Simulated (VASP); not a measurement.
Here is a VASP 6.6.1 calculation.

File INCAR:

```
SYSTEM = Rh
PREC = Accurate
ENCUT = 500
EDIFF = 1E-6
ISMEAR = 0
SIGMA = 0.05
LREAL = .FALSE.
LASPH = .TRUE.
NELM = 120
ALGO = Normal
ISIF = 2
LWAVE = .FALSE.
LCHARG = .TRUE.
GGA = PE
IVDW = 12
LELF = .TRUE.
LVHAR = .TRUE.
NBANDS = 14
GGA_COMPAT = .FALSE.
```

File KPOINTS:

```
regular mesh
0
G
  21 21 21
  0 0 0
```

File POSCAR:

```
Rh
1.0
    0.0000000000      1.8466369948      1.8466369948
    1.8466369948      0.0000000000      1.8466369948
    1.8466369948      1.8466369948      0.0000000000
Rh
1
Direct
    0.0000000000      0.0000000000      0.0000000000
```

Potentials or basis: VASP PAW PBE potentials, release 64 (Rh_pv).

Launch:

```sh
$ cat potpaw_PBE.64/Rh_pv/POTCAR > POTCAR
$ mpirun -np 1 vasp_std > vasp.out
```

(1) Predict the pressure.

(2) Estimate the band gap on the k mesh.

(3) What does it give for the dispersion energy per atom?

## Answers

(1) 27.9 GPa.

(2) zero (an odd number of electrons rules out a gap without spin polarisation).

(3) -0.709 eV.

Caveat: three body term missing; the cell stands under pressure.
